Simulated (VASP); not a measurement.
Runs of VASP 6.6.1 on BiSbS. The structure is that of space group P-6m2 (No. 187), or close to it. The cells are those of the table. 

| task | cell | k mesh | cutoff (eV) | gap on the mesh (eV) | pressure (GPa) | relaxed volume (Å³/atom) |
| --- | --- | --- | --- | --- | --- | --- |
| relaxation of cell and atoms | relaxed from a = 4.641, b = 4.641, c = 4.661 Å, angles 90.0, 90.0, 120.0°, 3 atoms | 6 × 6 × 4 | 600 | none | 0.0 | (b) |
| single point | a = 5.303, b = 5.303, c = 3.145 Å, angles 90.0, 90.0, 120.0°, 3 atoms | 6 × 6 × 6 | 520 | none | -0.2 | - |
| single point | a = 4.641, b = 4.641, c = 4.661 Å, angles 90.0, 90.0, 120.0°, 3 atoms | 6 × 6 × 4 | 520 | none | 9.0 | - |
| single point | a = 5.108, b = 5.108, c = 3.493 Å, angles 90.0, 90.0, 120.0°, 3 atoms | 6 × 6 × 4 | 520 | none | (a) | - |
| relaxation of cell and atoms | relaxed from a = 5.108, b = 5.108, c = 3.493 Å, angles 90.0, 90.0, 120.0°, 3 atoms | 6 × 6 × 6 | 600 | none | 0.0 | 25.48 |

Alike in all rows: level PBE; potentials or basis VASP PAW PBE potentials, release 64 (Sb, Bi_d, S); no spin polarisation; smearing gaussian 0.1 eV.

Estimate the missing entries.

(a) -0.1; (b) 26.30.

Caveats: some runs use coarse meshes; spin-orbit coupling is left out, which moves the levels of the heavy elements.

A k mesh can miss the band edges, and the runs leave out spin-orbit coupling on Bi, Sb.

A gap of «none» marks levels without a gap at the run's occupations.
